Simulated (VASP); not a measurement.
Write the native input for VASP 6.6.1 that does the following.

```yaml
Task: single point
Functional: HSE06
Potentials_or_basis: VASP PAW PBE potentials, release 64 (Ta_pv, N)
Cutoff: 520 eV
k_mesh: 5 × 5 × 5
Occupations: fermi-dirac, width 0.05 eV
Spin: no spin polarisation
Dipole_correction: no
Grid_for_exact_exchange_PRECFOCK: Normal
Further_INCAR_settings: ALGO = Normal; EDIFF = 1e-06; NBANDS = 15
Share_of_exact_exchange: 0.25
Screening_parameter: 0.2079 1/Å
```

Crystal: TaN.

```
Ta N
1.0
     2.93800    0.00000    0.00000
    -1.46900    2.54438    0.00000
     0.00000    0.00000    2.88300
Ta N
1 1
Direct
  0.33333 0.66667 0.50000
  0.00000 0.00000 0.00000
```

The input as run:

POSCAR

```
TaN
1.0
    2.9380011100      0.0000000000      0.0000000000
   -1.4690005500      2.5443836000      0.0000000000
    0.0000000000      0.0000000000      2.8830022100
Ta N
1 1
Direct
    0.3333333333      0.6666666667      0.5000000000
    0.0000000000      0.0000000000      0.0000000000
```

INCAR.step1

```
SYSTEM = TaN
PREC = Accurate ; ENCUT = 520
EDIFF = 1E-5 ; ISMEAR = -1
SIGMA = 0.05 ; LREAL = .False.
LASPH = .True. ; NELM = 80
ALGO = Normal ; ISIF = 2
LWAVE = .True. ; GGA = PE
NBANDS = 15
```

INCAR.step2

```
SYSTEM = TaN
PREC = Accurate ; ENCUT = 520
EDIFF = 1E-6 ; ISMEAR = -1
SIGMA = 0.05 ; LREAL = .False.
LASPH = .True. ; NELM = 80
ALGO = Normal ; ISIF = 2
LWAVE = .False. ; LCHARG = .True.
GGA = PE ; LHFCALC = .True.
HFSCREEN = 0.2079 ; PRECFOCK = Normal
LELF = .True. ; LVHAR = .True.
ISTART = 1 ; NBANDS = 15
```

KPOINTS

```
Automatic mesh
0
Gamma
  5 5 5
  0 0 0
```

Potentials or basis: VASP PAW PBE potentials, release 64 (Ta_pv, N).

Command:

```console
$ cat potpaw_PBE.64/Ta_pv/POTCAR potpaw_PBE.64/N/POTCAR > POTCAR
$ cp INCAR.step1 INCAR
$ mpirun -np 1 vasp_std > vasp.out
$ cp INCAR.step2 INCAR
$ mpirun -np 1 vasp_std > vasp.out
```

It gave:

```json
{
  "Pressure": "-4.3 GPa",
  "Band gap on the k mesh": "zero (filled and empty bands touch)"
}
```

Caveat: the k points lie up to 0.49 Å⁻¹ apart; the PAW data sets were made with another functional, which shifts forces and pressure a little; spin-orbit coupling is left out, which moves the levels of the heavy elements.

It took 11 min on 1 thread of Intel(R) Xeon(R) Platinum 8259CL CPU @ 2.50GHz (Skylake/Cascade Lake), on a shared host, peak memory 0.25 GiB.
